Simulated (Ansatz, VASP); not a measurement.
## One calculation of HgTe, two programs

```
Hg Te
1.0
     0.00000    3.22350    3.22350
     3.22350    0.00000    3.22350
     3.22350    3.22350    0.00000
Hg Te
1 1
Direct
  0.00000 0.00000 0.00000
  0.25000 0.25000 0.25000
```

Alike in both runs: task single point; functional PBE; k mesh 6 × 6 × 6; occupations gaussian, width 0.05 eV; no spin polarisation.

|  | VASP | Ansatz |
| --- | --- | --- |
| version | VASP 6.6.1 | Ansatz 0.2.0 |
| potentials or method | VASP PAW PBE potentials, release 64 (Hg, Te), cutoff 520 eV | scalar-relativistic, plane waves, PAW |
| valence electrons in the cell | 18 | 36 |

VASP gave:

- gap on the k mesh at the Fermi level (eV): none
- pressure (GPa): 4.2

**Question.** What did Ansatz give for the same quantities?

**Answer.** gap on the k mesh at the Fermi level (eV): none; pressure (GPa): 4.1.

A gap of «none» marks a metal or a gap that the smearing closes. With one functional, cell and mesh, what is left measures potentials, basis and numerics. VASP's potentials hold 18 valence electrons a cell and Ansatz's 36, so a difference there can come from the potentials and not from the codes.

Spin-orbit coupling is off throughout.
